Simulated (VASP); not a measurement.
# NiO (P1) in VASP: single point with PBE

Aim: the single point of NiO with PBE.

Everything below comes from runs of VASP 6.6.1. Logs are shortened: lines on timing, memory, paths and dates and some standing lists are left out, and cuts for length are marked.

## Step 1: The cell of the first run

The typed cell holds 4 atoms: a = 5.107 Å, b = 5.107 Å, c = 5.107 Å, α = 33.56°, β = 33.56°, γ = 33.56°.

## Step 2: Single point, PBE, collinear spin, antiferromagnetic start

INCAR

```
PREC = Accurate
ENCUT = 600
EDIFF = 1E-6
ISMEAR = -1
SIGMA = 0.1
LREAL = False
LASPH = True
NELM = 200
ALGO = Normal
ISIF = 2
LWAVE = False
LCHARG = False
ISPIN = 2
MAGMOM = -1.45 1.43 0.02 -0.01
LORBIT = 11
LMAXMIX = 4
GGA = PE
NBANDS = 28
GGA_COMPAT = False
```

KPOINTS

```
regular mesh
0
Gamma
  2 2 2
```

POSCAR

```
NiO
1.0
    4.1700000000      2.0850000000      2.0850000000
    2.0850000000      4.1700000000      2.0850000000
    2.0850000000      2.0850000000      4.1700000000
Ni O
2 2
Direct
    0.0060591300     -0.0063089600      0.0049597900
    0.5053527000      0.5046612400      0.4998313100
    0.2508292400      0.2482295600      0.2425376400
    0.7521611900      0.7566148700      0.7500990500
```

Potentials or basis: VASP PAW PBE potentials, release 64 (Ni, O).

On the command line:

```console
$ cat potpaw_PBE.64/Ni/POTCAR potpaw_PBE.64/O/POTCAR > POTCAR
$ mpirun -np 1 vasp_std > vasp.out
```

OUTCAR:

```text
PREC = Accurate
   ENCUT = 600
   EDIFF = 1E-6
   ISMEAR = -1
   LREAL = False
   LASPH = True
   NELM = 200
   ISIF = 2
   ISPIN = 2
   LORBIT = 11
   GGA = PE

 ion  position               nearest neighbor table
   1  0.006  0.994  0.005-   4 2.08   4 2.09   3 2.10   4 2.12   3 2.12   3 2.14   2 2.92   2 2.92
                             2 2.94   2 2.96   2 2.97   2 2.98
   2  0.505  0.505  0.500-   3 2.03   3 2.03   3 2.04   4 2.08   4 2.09   4 2.09   1 2.92   1 2.92
                             1 2.94   1 2.96   1 2.97   1 2.98
   3  0.251  0.248  0.243-   2 2.03   2 2.03   2 2.04   1 2.10   1 2.12   1 2.14
   4  0.752  0.757  0.750-   2 2.08   1 2.08   1 2.09   2 2.09   2 2.09   1 2.12

  LATTYP: Found a trigonal (rhomboedric) cell.
 ALAT       =     5.1071861137
 COS(alpha) =     0.8333333333

  Lattice vectors:

 A1 = (   4.1700000000,   2.0850000000,   2.0850000000)
 A2 = (   2.0850000000,   4.1700000000,   2.0850000000)
 A3 = (   2.0850000000,   2.0850000000,   4.1700000000)

Analysis of symmetry for initial positions (statically):
=====================================================================
 Subroutine PRICEL returns:
 Original cell was already a primitive cell.

 Routine SETGRP: Setting up the symmetry group for a
 trigonal (rhombohedral) supercell.

 Subroutine GETGRP returns: Found  1 space group operations
 (whereof  1 operations were pure point group operations)
 out of a pool of 12 trial point group operations.

The static configuration has the point symmetry C_1 .

Analysis of symmetry for dynamics (positions and initial velocities):
=====================================================================
 Subroutine PRICEL returns:
 Original cell was already a primitive cell.

 Routine SETGRP: Setting up the symmetry group for a
 trigonal (rhombohedral) supercell.

 Subroutine GETGRP returns: Found  1 space group operations
 (whereof  1 operations were pure point group operations)
 out of a pool of 12 trial point group operations.

The dynamic configuration has the point symmetry C_1 .

Analysis of structural, dynamic, and magnetic symmetry:
=====================================================================
 Subroutine PRICEL returns:
 Original cell was already a primitive cell.

 Routine SETGRP: Setting up the symmetry group for a
 trigonal (rhombohedral) supercell.

 Subroutine GETGRP returns: Found  1 space group operations
 (whereof  1 operations were pure point group operations)
 out of a pool of 12 trial point group operations.

The overall configuration has the point symmetry C_1 .

 Subroutine INISYM returns: Found  1 space group operations
 (whereof  1 operations are pure point group operations),
 and found     1 'primitive' translations

----------------------------------------------------------------------------------------

                                     Primitive cell

  volume of cell :      36.2559

  direct lattice vectors                    reciprocal lattice vectors
     4.170000000  2.085000000  2.085000000     0.359712230 -0.119904077 -0.119904077
     2.085000000  4.170000000  2.085000000    -0.119904077  0.359712230 -0.119904077
     2.085000000  2.085000000  4.170000000    -0.119904077 -0.119904077  0.359712230

  length of vectors
     5.107186114  5.107186114  5.107186114     0.397676833  0.397676833  0.397676833

  position of ions in fractional coordinates (direct lattice)
     0.006059130  0.993691040  0.004959790
     0.505352700  0.504661240  0.499831310
     0.250829240  0.248229560  0.242537640
     0.752161190  0.756614870  0.750099050

  ion indices of the primitive-cell ions
   primitive index   ion index
                 1           1
                 2           2
                 3           3
                 4           4

----------------------------------------------------------------------------------------

 KPOINTS: regular mesh

Automatic generation of k-mesh.
 Grid dimensions read from file:
 generate k-points for:    2    2    2

 Generating k-lattice:

  Cartesian coordinates                     Fractional coordinates (reciprocal lattice)
     0.179856115 -0.059952038 -0.059952038     0.500000000  0.000000000  0.000000000
    -0.059952038  0.179856115 -0.059952038     0.000000000  0.500000000  0.000000000
    -0.059952038 -0.059952038  0.179856115     0.000000000  0.000000000  0.500000000

  Length of vectors
     0.198838417  0.198838417  0.198838417

  Shift w.r.t. Gamma in fractional coordinates (k-lattice)
     0.000000000  0.000000000  0.000000000

 Subroutine IBZKPT returns following result:
 ===========================================

 Found      8 irreducible k-points:

 Following reciprocal coordinates:
            Coordinates               Weight
  0.000000  0.000000  0.000000      1.000000
  0.500000  0.000000  0.000000      1.000000
  0.000000  0.500000  0.000000      1.000000
  0.000000  0.000000  0.500000      1.000000
  0.500000  0.500000  0.000000      1.000000
  0.500000  0.000000  0.500000      1.000000
  0.000000  0.500000  0.500000      1.000000
  0.500000  0.500000  0.500000      1.000000
   k-points           NKPTS =      8   k-points in BZ     NKDIM =      8   number of bands    NBANDS=     28
   number of dos      NEDOS =    301   number of ions     NIONS =      4
   total plane-waves  NPLWV =  74088
   dimension x,y,z NGX =    42 NGY =   42 NGZ =   42
   dimension x,y,z NGXF=    84 NGYF=   84 NGZF=   84
   ions per type =               2   2
   NGX,Y,Z   is equivalent  to a cutoff of  13.67, 13.67, 13.67 a.u.
   NGXF,Y,Z  is equivalent  to a cutoff of  27.34, 27.34, 27.34 a.u.
 SYSTEM =  unknown system
   PREC   = accura    normal or accurate (medium, high low for compatibility)
   ISTART =      0    job   : 0-new  1-cont  2-samecut
   ICHARG =      2    charge: 1-file 2-atom 10-const
   ISPIN  =      2    spin polarized calculation?
   LNONCOLLINEAR =      F non collinear calculations
   LSORBIT =      F    spin-orbit coupling
   LASPH  =      T    aspherical Exc in radial PAW
   ENCUT  =  600.0 eV  44.10 Ry    6.64 a.u.  10.20 10.20 10.20*2*pi/ulx,y,z
   NELM   =    200;   NELMIN=  2; NELMDL= -5     # of ELM steps
   EDIFF  = 0.1E-05   stopping-criterion for ELM
   LREAL  =      F    real-space projection
   EDIFFG = 0.1E-04   stopping-criterion for IOM
   NSW    =      0    number of steps for IOM
   IBRION =     -1    ionic relax: 0-MD 1-quasi-New 2-CG
   NFREE  =      0    steps in history (QN), initial steepest desc. (CG)
   ISIF   =      2    stress and relaxation
   ISYM   =      2    0-nonsym 1-usesym 2-fastsym
   POTIM  = 0.5000    time-step for ionic-motion
   TEBEG  =    0.0;   TEEND  =   0.0 temperature during run
   PSTRESS=    0.0 pullay stress
   NELECT =      32.0000    total number of electrons
   NUPDOWN=      -1.0000    fix difference up-down
   EMIN   =  10.00;   EMAX   =-10.00  energy-range for DOS
   EFERMI =   0.00;   METHOD = LEGACY
   ISMEAR =    -1;   SIGMA  =   0.10  broadening in eV -4-tet -1-fermi 0-gaus
   EFERMI_NEDOS =   21; number of points for ismear=-14 and -15
   IALGO  =     38    algorithm
   IMIX   =      4    mixing-type and parameters
     AMIX     =   0.40;   BMIX     =  1.00
     AMIX_MAG =   1.60;   BMIX_MAG =  1.00
  volume/ion in A,a.u.               =       9.06        61.17
  Fermi-wavevector in a.u.,A,eV,Ry     =   1.570358  2.967547 33.552312  2.466025
  Thomas-Fermi vector in A             =   2.672104
   LORBIT       =     11    0 simple, 1 ext, 2 COOP (PROOUT), +10 PAW based schemes
   GGA     = PE    functional components
   LHFCALC =     F    Hartree Fock is set to
   AEXX    =    0.0000 exact exchange contribution
   IVDW    =     0    specifies the selected vdW correction
   LEPSILON=     F    determine dielectric tensor
   LRPA    =     F    only Hartree local field effects (RPA)
 spin polarized calculation
  energy-cutoff  :      600.00
  volume of cell :       36.26
 maximum number of plane-waves:      1230
 NGX is ok and might be reduce to    42
   NGX = 21   NGY = 21   NGZ = 21

 number of electron      32.0000001 magnetization      -0.0000256

 number of electron      32.0000001 magnetization       0.0001726

 Free energy of the ion-electron system (eV)
  ---------------------------------------------------
  ext. energy  EPLUGINS =         0.00000000
  ---------------------------------------------------
  free energy    TOTEN  =       -23.15120469 eV

  energy without entropy =      -23.14887187  energy(sigma->0) =      -23.15003828

 E-fermi :   8.2831     XC(G=0): -12.6754

 val. band max:        7.6967697743   @ k =   0.5000   0.5000   0.5000
 cond. band min:       8.9085426737   @ k =   0.5000   0.5000   0.5000
 fundamental gap:      1.2117728994
 Fermi energy:         8.2830870257

 spin component 1

 k-point     1 :       0.0000    0.0000    0.0000
  band No.  band energies     occupation
      1     -12.3004      1.00000
      2     -10.8704      1.00000
      3      -0.1207      1.00000
      4       2.4748      1.00000
      5       2.4836      1.00000
      6       5.0896      1.00000
[... 20 lines left out ...]
     27      27.1424      0.00000
[... 194 lines left out ...]
      5       2.8961      1.00000
      6       2.9112      1.00000
[... 20 lines left out ...]
     27      28.4930      0.00000
     28      28.6724      0.00000
 Fermi energy:         8.2830870257

 spin component 2

 k-point     1 :       0.0000    0.0000    0.0000
  band No.  band energies     occupation
      1     -12.2859      1.00000
      2     -10.8612      1.00000
      3      -0.1162      1.00000
      4       2.5889      1.00000
      5       2.5939      1.00000
      6       5.0908      1.00000
[... 20 lines left out ...]
     27      27.1458      0.00000
[... 195 lines left out ...]
      6       3.2428      1.00000
[... 20 lines left out ...]
     27      28.5385      0.00000
     28      28.6102      0.00000

------------------------ aborting loop because EDIFF is reached ----------------------------------------

  FORCE on cell =-STRESS in cart. coord.  units (eV):
  Direction    XX          YY          ZZ          XY          YZ          ZX
  --------------------------------------------------------------------------------------
  -------------------------------------------------------------------------------------
  Total        0.5389302      0.5471369      0.5755352     -1.2504058     -1.2451230     -1.2535744
  in kB       23.8157848     24.1784487     25.4333929    -55.2565011    -55.0230519    -55.3965250
  external PRESSURE =      24.4758754 kB  Pullay stress =       0.0000000 kB

 VOLUME and BASIS-vectors are now :
 -----------------------------------------------------------------------------
  energy-cutoff  :      600.00
  volume of cell :       36.26
      direct lattice vectors                 reciprocal lattice vectors
     4.170000000  2.085000000  2.085000000     0.359712230 -0.119904077 -0.119904077
     2.085000000  4.170000000  2.085000000    -0.119904077  0.359712230 -0.119904077
     2.085000000  2.085000000  4.170000000    -0.119904077 -0.119904077  0.359712230

 POSITION                                       TOTAL-FORCE (eV/Angst)
 -----------------------------------------------------------------------------------
      2.10745      4.16667      2.10516        -0.055233      0.137946     -0.108792
      4.20169      4.20025      4.19018        -0.300776     -0.284875     -0.300493
      2.06921      2.06379      2.05192         0.398340      0.330345      0.451924
      6.27801      6.28730      6.27371        -0.042331     -0.183416     -0.042639
 -----------------------------------------------------------------------------------
    total drift:                                0.000093      0.000239      0.000052

  FREE ENERGIE OF THE ION-ELECTRON SYSTEM (eV)
  ---------------------------------------------------
  free  energy   TOTEN  =       -23.1512046897 eV

  energy  without entropy=      -23.1488718715  energy(sigma->0) =      -23.15003828

 total charge

# of ion       s       p       d       tot
------------------------------------------
    1        0.290   0.376   8.321   8.987
    2        0.316   0.427   8.326   9.069
    3        1.546   3.437   0.000   4.983
    4        1.548   3.425   0.000   4.973
--------------------------------------------------
tot          3.700   7.665  16.647  28.012

 magnetization (x)

# of ion       s       p       d       tot
------------------------------------------
    1       -0.003   0.016  -1.293  -1.280
    2        0.002  -0.016   1.275   1.260
    3        0.002   0.020   0.000   0.021
    4        0.001  -0.010   0.000  -0.009
--------------------------------------------------
tot          0.002   0.009  -0.018  -0.007
```

It took 29 s on 1 thread of Intel Xeon 6975P-C (Granite Rapids), shared host; peak memory 0.3 GiB.

Results:

* Free energy: -23.1512 eV
* Pressure: 2.4 GPa
* Largest force: 0.687 eV/Å
* Band gap on the k mesh: 1.21 eV
* Net moment: 0.00 μB per cell
* Site moments: Ni -1.28, +1.26; O +0.02, -0.01 μB
* Valence electrons inside the program's atomic spheres: Ni 8.99, 9.07; O 4.98, 4.97

Forces in eV/Å, atoms in the order of the input:
```
Ni  -0.055  0.138 -0.109
Ni  -0.301 -0.285 -0.300
O    0.398  0.330  0.452
O   -0.042 -0.183 -0.043
```

Stress tensor (GPa, compression positive):
```
 2.38 -5.53 -5.54
-5.53  2.42 -5.50
-5.54 -5.50  2.54
```

Caveat: the k points lie up to 1.25 Å⁻¹ apart. A k mesh can miss the band edges.
